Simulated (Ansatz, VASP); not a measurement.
**In3B2As in VASP and in Ansatz**

INCAR

```
PREC = Accurate ; ENCUT = 600
EDIFF = 1E-7 ; ISMEAR = 0
SIGMA = 0.1 ; LREAL = F
LASPH = T ; NELM = 60
ALGO = Normal ; ISIF = 3
LWAVE = F ; LCHARG = F
GGA = PE ; IBRION = 2
NSW = 90 ; EDIFFG = -0.04
```

KPOINTS

```
Automatic mesh
0
Gamma
  6 6 4
```

POSCAR

```
In3B2As
1.0
    4.5336946500      0.0000000000      0.0000000000
   -2.2668473200      3.9262947400      0.0000000000
    0.0000000000      0.0000000000      6.5413238100
In B As
3 2 1
Direct
    0.3333333300      0.6666666700      0.0000000000
    0.6666666700      0.3333333300      0.0000000000
    0.0000000000      0.0000000000      0.5000000000
    0.3333333300      0.6666666700      0.5000000000
    0.6666666700      0.3333333300      0.5000000000
    0.0000000000      0.0000000000      0.0000000000
```

Input for Ansatz:

```yaml
crystal:
  lattice:
    - [4.53369465, 0.0, 0.0]
    - [-2.26684732, 3.92629474, 0.0]
    - [0.0, 0.0, 6.54132381]
  atoms:
    - { symbol: In, position: [0.33333333, 0.66666667, 0.0] }
    - { symbol: In, position: [0.66666667, 0.33333333, 0.0] }
    - { symbol: In, position: [0.0, 0.0, 0.5] }
    - { symbol: B, position: [0.33333333, 0.66666667, 0.5] }
    - { symbol: B, position: [0.66666667, 0.33333333, 0.5] }
    - { symbol: As, position: [0.0, 0.0, 0.0] }
basis:
  ecutwfc: 420
kpoints:
  mp_grid: { grid: [6, 6, 4] }
hamiltonian:
  xc: pbe
scf:
  occupations: { method: gaussian, width: 0.1 }
  lower_state_search: "off"
output:
  forces: true
  stress: true
  eigenvalues: true
relax:
  adjacent_minimum: "off"
  f_tol: 0.04
  max_steps: 70
  cell: { stress_tol: 0.4 }
```

Alike in both runs: task relaxation of cell and atoms; functional PBE; k mesh 6 × 6 × 4; occupations gaussian, width 0.1 eV; no spin polarisation.

```csv
,VASP,Ansatz
version,VASP 6.6.1,Ansatz 0.2.0
potentials or method,"VASP PAW PBE potentials, release 64 (In_d, B, As), cutoff 600 eV","scalar-relativistic, plane waves, PAW"
valence electrons in the cell,50,60
```

|  | VASP | Ansatz | Ansatz less VASP |
| --- | --- | --- | --- |
| gap on the k mesh at the Fermi level, each at its own relaxed structure (eV) | none | none | - |
| relaxed volume (Å³/atom) | 19.41 | 19.35 | -0.059 |
| relaxed cell length with the largest relative difference (Å) | 5.224 | 5.216 | -0.0085 |

A gap of «none» marks a metal or a gap that the smearing closes. VASP's potentials hold 50 valence electrons a cell and Ansatz's 60, so a difference there can come from the potentials and not from the codes.
